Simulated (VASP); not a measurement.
# Ru: single point with PBEsol+U

The system is Ru.

```
Ru
1.0
     0.00000    1.88442    1.88442
     1.88442    0.00000    1.88442
     1.88442    1.88442    0.00000
Ru
1
Cartesian
  0.0000 0.0000 0.0000
```

This isn't the form of Ru at room conditions, which is hcp.

```yaml
Program: VASP 6.6.1
Task: single point
Functional: PBEsol
Potentials_or_basis: VASP PAW PBE potentials, release 64 (Ru_pv)
Cutoff: 500 eV
k_mesh: 20 × 20 × 20
Occupations: gaussian, width 0.1 eV
Spin: non-collinear spin, zero start, spin-orbit coupling
Starting_moments: "[[0.0, 0.0, 0.0]] μB"
Hubbard_terms: Ru d U = 3.0 eV
Dipole_correction: no
Further_INCAR_settings: ALGO = Normal; EDIFF = 1e-06; NBANDS = 25
```

* Pressure: -4.1 GPa
* Net moment: 0.00 μB per cell
* Valence electrons inside the program's atomic spheres: Ru 12.72

Moments on the atoms (μB; x, y, z):
```
Ru  0.00 0.00 0.00
```

It took 3.9 min on 1 thread of Intel(R) Xeon(R) Platinum 8259CL CPU @ 2.50GHz (Skylake/Cascade Lake) (shared host), peak memory 0.24 GiB.

Caveat: the cell stands under tension; the PAW data sets were made with another functional, which shifts forces and pressure a little; the U is typed as a test and isn't derived for this compound. The state reached can hang on the start; a lower one may exist.
